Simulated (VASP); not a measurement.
# Mg (a cell with a defect) in VASP: further runs, part 2 of 2

VASP 6.6.1. The steps go on from the part before.

## Step 3: Single point, PBE

INCAR

```
SYSTEM = Mg
ALGO     = Normal         ! electronic algorithm
EDIFF    = 1E-6           ! SCF threshold, eV
ENCUT    = 520            ! plane-wave cutoff, eV
GGA      = PE             ! functional
ISIF     = 2              ! what is computed and relaxed
ISMEAR   = 0              ! smearing method
LASPH    = .TRUE.         ! aspherical terms in the spheres
LCHARG   = .FALSE.        ! write CHGCAR
LREAL    = Auto         
LWAVE    = .FALSE.        ! write WAVECAR
NBANDS   = 40             ! bands
NELM     = 80             ! most SCF steps
PREC     = Accurate       ! precision mode
SIGMA    = 0.1            ! smearing width, eV
```

KPOINTS

```
k-points
0
G
  4 4 4
  0 0 0
```

POSCAR

```
Mg
1.0
    3.5797091923      7.1594183846      3.5797091923
    7.1594183846      3.5797091923     -3.5797091923
   -3.5797091923      7.1594183846     -3.5797091923
Mg
23
Direct
    0.1215807560      0.0000000000      0.5990768062
    0.1146256054      0.2979270874      0.7539176662
    0.0473232575      0.6553535145      0.8749999879
    0.2499478175      0.0000000000      0.2060288868
    0.2193324349      0.3113351598      0.3750000148
    0.1741864492      0.6572652154      0.4896267841
    0.3374473368      0.2979270874     -0.0039176367
    0.2887152823      0.6458896172      0.1166099612
    0.0152795233      0.0000000000      0.9847406760
    0.5000521422      0.0000000000      0.5439710729
    0.4612847473      0.3541103291      0.6333900684
    0.4125527161      0.7020729520      0.7539175964
    0.6284192037      0.0000000000      0.1509231535
    0.5758135804      0.3427347309      0.2603732454
    0.5306675947      0.6886647865      0.3750000148
    0.6353744241      0.7020728589     -0.0039176367
    0.7347205063      0.9999999463      0.7652592998
    0.7026767720      0.3446464318      0.8749999879
    0.8749999414      1.0000000394      0.3750000148
    0.8314516646      0.3427347309      0.4896267841
    0.8153950996      0.6458897103      0.6333899985
    0.9346048995      0.3541103291      0.1166099612
    0.9185483112      0.6572652154      0.2603732454
```

Potentials or basis: VASP PAW PBE potentials, release 64 (Mg).

The run is started by

```sh
cat potpaw_PBE.64/Mg/POTCAR > POTCAR
mpirun -np 1 vasp_std > vasp.out
```

OUTCAR:

```text
SYSTEM = Mg
   EDIFF = 1E-6
   ENCUT = 520
   GGA = PE
   ISIF = 2
   ISMEAR = 0
   LASPH = .TRUE.
   LREAL = Auto
   NELM = 80
   PREC = Accurate

 ion  position               nearest neighbor table
   1  0.122  0.000  0.599-  20 3.07   6 3.07  12 3.10   2 3.10  10 3.19   9 3.19  17 3.21   4 3.25
                            19 3.37   5 3.39  15 3.39
   2  0.115  0.298  0.754-  22 3.04   1 3.10  11 3.13   5 3.14  21 3.17   3 3.18  10 3.20  18 3.23
                             9 3.32   7 3.33
   3  0.047  0.655  0.875-  17 3.17   9 3.17   2 3.18   7 3.18   6 3.19  23 3.19  16 3.23  12 3.23
                            21 3.42   8 3.42  11 3.43  22 3.43
[... 1197 lines left out ...]
  Total       -3.0554493     -2.7978435     -3.0554493     -0.1707726     -0.1707726      0.7573647
  in kB       -8.8932638     -8.1434702     -8.8932638     -0.4970548     -0.4970547      2.2044038
  external PRESSURE =      -8.6433326 kB  Pullay stress =       0.0000000 kB

 VOLUME and BASIS-vectors are now :
 -----------------------------------------------------------------------------
  energy-cutoff  :      520.00
  volume of cell :      550.46
      direct lattice vectors                 reciprocal lattice vectors
     3.579709192  7.159418385  3.579709192     0.023279358  0.069838075  0.116396792
     7.159418385  3.579709192 -3.579709192     0.093117434  0.000000000 -0.093117434
    -3.579709192  7.159418385 -3.579709192    -0.069838075  0.069838075 -0.069838075

 POSITION                                       TOTAL-FORCE (eV/Angst)
 -----------------------------------------------------------------------------------
     -1.70930      5.15949     -1.70930         0.002660     -0.008638      0.002660
     -0.15549      7.28476     -3.35497        -0.001059      0.007018     -0.006597
      1.72911      8.94927     -5.30882        -0.003440     -0.000000      0.003440
      0.15722      3.26453      0.15722        -0.002696     -0.004299     -0.002696
      1.67173      5.36956     -1.67173         0.007532      0.000000     -0.007532
      3.57645      7.10533     -3.48200         0.000513      0.000940     -0.005787
[... 15 lines left out ...]
      5.46341      8.79370      1.66057         0.003374     -0.004195      0.007611
      7.06171     10.79321      0.00326         0.005787     -0.000940     -0.000513
 -----------------------------------------------------------------------------------
    total drift:                               -0.000032      0.000009     -0.000011

  FREE ENERGIE OF THE ION-ELECTRON SYSTEM (eV)
  ---------------------------------------------------
  free  energy   TOTEN  =       -33.6417032460 eV

  energy  without entropy=      -33.5986992007  energy(sigma->0) =      -33.62020122
```

OSZICAR:

```text
N       E                     dE             d eps       ncg     rms          rms(c)
DAV:   1     0.458092740997E+02    0.45809E+02   -0.13299E+04  1920   0.836E+02
DAV:   2    -0.299261399068E+02   -0.75735E+02   -0.69874E+02  2232   0.925E+01
DAV:   3    -0.337653388051E+02   -0.38392E+01   -0.36643E+01  2480   0.166E+01
DAV:   4    -0.338302353347E+02   -0.64897E-01   -0.64562E-01  2280   0.232E+00
DAV:   5    -0.338309387176E+02   -0.70338E-03   -0.70325E-03  2376   0.292E-01    0.327E+00
DAV:   6    -0.337342567695E+02    0.96682E-01   -0.40831E-02  2320   0.720E-01    0.209E+00
DAV:   7    -0.336448255144E+02    0.89431E-01   -0.50890E-02  2216   0.999E-01    0.240E-01
DAV:   8    -0.336417376505E+02    0.30879E-02   -0.45627E-03  2264   0.224E-01    0.608E-02
DAV:   9    -0.336416764097E+02    0.61241E-04   -0.30412E-04  2376   0.631E-02    0.234E-02
DAV:  10    -0.336417023015E+02   -0.25892E-04   -0.17342E-05  2312   0.137E-02    0.336E-03
DAV:  11    -0.336417032460E+02   -0.94446E-06   -0.12521E-06  1464   0.377E-03
   1 F= -.33641703E+02 E0= -.33620201E+02  d E =-.430040E-01
```

Run time: 8.4 min. Hardware: 1 thread of Intel Xeon Platinum 8488C (Sapphire Rapids), shared host; peak memory 0.82 GiB.

Results:

| Item | Value |
| --- | --- |
| Free energy | -33.6417 eV |
| Pressure | -0.9 GPa |
| Largest force | 0.011 eV/Å |
| Band gap on the k mesh | zero (bands 23 and 24 overlap by 1.28 eV) |

Forces in eV/Å, atoms in the order of the input:
```
Mg   0.003 -0.009  0.003
Mg  -0.001  0.007 -0.007
Mg  -0.003  0.000  0.003
Mg  -0.003 -0.004 -0.003
Mg   0.008  0.000 -0.008
Mg   0.001  0.001 -0.006
Mg   0.007 -0.007  0.001
Mg   0.008 -0.004  0.003
Mg  -0.001  0.002 -0.001
Mg   0.003  0.004  0.003
Mg  -0.008  0.004 -0.003
Mg  -0.007  0.007 -0.001
Mg  -0.003  0.009 -0.003
Mg  -0.001 -0.001  0.006
Mg  -0.008  0.000  0.008
Mg   0.001 -0.007  0.007
Mg   0.001 -0.002  0.001
Mg   0.003  0.000 -0.003
Mg   0.000  0.000  0.000
Mg  -0.006  0.001  0.001
Mg  -0.003  0.004 -0.008
Mg   0.003 -0.004  0.008
Mg   0.006 -0.001 -0.001
```
